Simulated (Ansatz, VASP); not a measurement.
Ru: VASP beside Ansatz

```
Ru
1.0
    -1.51458    1.51458    1.51458
     1.51458   -1.51458    1.51458
     1.51458    1.51458   -1.51458
Ru
1
Direct
  0.00000 0.00000 0.00000
```

Alike in both runs: task single point; functional RPBE; k mesh 16 × 16 × 16; occupations fermi-dirac, width 0.1 eV; no spin polarisation.

|  | VASP | Ansatz |
| --- | --- | --- |
| version | VASP 6.6.1 | Ansatz 0.2.0 |
| potentials or method | VASP PAW PBE potentials, release 64 (Ru_pv), cutoff 520 eV | plane waves (420 eV) with PAW, scalar-relativistic |
| valence electrons in the cell | 14 | 16 |

```csv
,VASP,Ansatz,Ansatz less VASP
pressure (GPa),11.9,11.9,+0.06
```

VASP's potentials were made for PBE, not for RPBE. VASP's potentials hold 14 valence electrons a cell and Ansatz's 16, so a difference there can come from the potentials and not from the codes.
